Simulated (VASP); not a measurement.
Here is a VASP 6.6.1 calculation.

Contents of INCAR:

```
SYSTEM = Ni
ALGO = Normal
EDIFF = 1E-7
ENCUT = 520
GGA = CA
ISIF = 2
ISMEAR = -1
LASPH = .TRUE.
LCHARG = .FALSE.
LREAL = .FALSE.
LWAVE = .FALSE.
NBANDS = 11
NELM = 100
PREC = Accurate
SIGMA = 0.13605693000000002
```

Contents of KPOINTS:

```
k-points
0
G
  17 17 17
  0 0 0
```

POSCAR

```
Ni
1.0
   -1.3621221913      1.3621221913      1.3621221913
    1.3621221913     -1.3621221913      1.3621221913
    1.3621221913      1.3621221913     -1.3621221913
Ni
1
Direct
    0.0000000000      0.0000000000      0.0000000000
```

Potentials or basis: VASP PAW LDA potentials, release 64 (Ni).

Command:

```sh
$ cat potpaw_LDA.64/Ni/POTCAR > POTCAR
$ mpirun -np 1 vasp_std > vasp.out
```

Q: What does it give for the band gap on the k mesh?

A: Zero (band 5 reaches 10.36 eV, above the bottom of band 6 at 9.27 eV).

Q: Predict the pressure.

A: -0.5 GPa.

Caveat: the run has no spin polarisation, though such a crystal can be magnetic. Spin polarisation is off, so any magnetic state and its effect on volume and gap are missing.
